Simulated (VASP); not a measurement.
Write the native input for VASP 6.6.1 that does the following.

- Task: electric field gradients
- Functional: PBEsol
- Potentials or basis: VASP PAW PBE potentials, release 64 (Sn_d, Te)
- Cutoff: 520 eV
- k mesh: 11 × 11 × 11
- Occupations: fermi-dirac, width 0.08 eV
- Spin: no spin polarisation
- Dipole correction: no
- Further INCAR settings: ALGO = Normal; EDIFF = 1e-08; NBANDS = 17

The structure of SnTe lies in POSCAR:

```
SnTe
1.0
   -0.0315650000      3.1407175000      3.1407175000
    3.1407175000     -0.0315650000      3.1407175000
    3.1407175000      3.1407175000     -0.0315650000
Sn Te
1 1
Direct
    0.0000000000      0.0000000000      0.0000000000
    0.5000000000      0.5000000000      0.5000000000
```

This cell differs from its parent crystal: equal xy, yz and zx shear strains of -1 %.

One way to write it, as run:

INCAR

```
  ALGO = Normal
  EDIFF = 1E-8
  ENCUT = 520
  GGA = PS
  ISIF = 2
  ISMEAR = -1
  LASPH = True
  LCHARG = False
  LEFG = True
  LREAL = False
  LWAVE = False
  NBANDS = 17
  NELM = 100
  PREC = Accurate
  SIGMA = 0.08
```

KPOINTS

```
k-points
0
Gamma
  11 11 11
```

Potentials or basis: VASP PAW PBE potentials, release 64 (Sn_d, Te).

Launch:

```sh
$ cat potpaw_PBE.64/Sn_d/POTCAR potpaw_PBE.64/Te/POTCAR > POTCAR
$ mpirun -np 1 vasp_std > vasp.out
```

Results of the run:

```json
{
 "Pressure": "-0.5 GPa",
 "Band gap on the k mesh": "0.32 eV (least direct gap 0.42 eV)",
 "Largest electric field gradient by atom": "Sn -0.9; Te -11.4 V/Å²"
}
```

Caveat: the cell differs from its parent crystal (equal xy, yz and zx shear strains of -1 %); without QUAD_EFG the Cq values of the log hold for a quadrupole moment of 1 mb, not for the nuclei; the PAW data sets were made with another functional, which shifts forces and pressure a little; spin-orbit coupling is left out, which moves the levels of the heavy elements; an odd mesh through Γ misses points on the zone boundary, where band edges can lie.

Run time: 2.5 min on 1 thread of AMD EPYC 9R14 (Zen 4), with other jobs on the host, peak memory 0.29 GiB.
